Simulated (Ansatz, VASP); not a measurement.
# InSe: VASP beside Ansatz

```
CELL_PARAMETERS angstrom
5.88740 -2.06183 0.00000
5.88740 2.06183 0.00000
-1.60473 0.00000 4.33802
ATOMIC_POSITIONS crystal
In 0.88400 0.88400 0.00500
In 0.11600 0.11600 0.99500
Se 0.66000 0.66000 0.64200
Se 0.34000 0.34000 0.35800
```

Change from the starting cell: volume scaled by 1.01, crystal datasets.

Alike in both runs: task electric field gradients; functional PBEsol; k mesh 7 × 7 × 6; occupations fermi-dirac, width 0.02 eV; no spin polarisation.

```csv
,VASP,Ansatz
version,VASP 6.6.1,Ansatz 0.2.0
potentials or method,"VASP PAW PBE potentials, release 64 (In_d, Se), cutoff 520 eV","all-electron PAW with datasets made for the crystal, scalar-relativistic"
```

```csv
,VASP,Ansatz,Ansatz less VASP
gap on the k mesh at the Fermi level (eV),0.86,0.87,+0.005
pressure (GPa),-0.7,-0.7,-0.05
"traceless stress, the component that is largest in VASP (GPa)",2.07,2.05,-0.019
rms of the force components (eV/Å),0.354,0.354,+0.0006
size of Vzz on the site where it differs most (V/Å²),75.3,79.1,+3.79
```

VASP's potentials were made for PBE, not for PBEsol. Atom by atom the forces differ by 0.009 eV/Å (rms over components). Ansatz ran all-electron here, and VASP with PAW potentials.
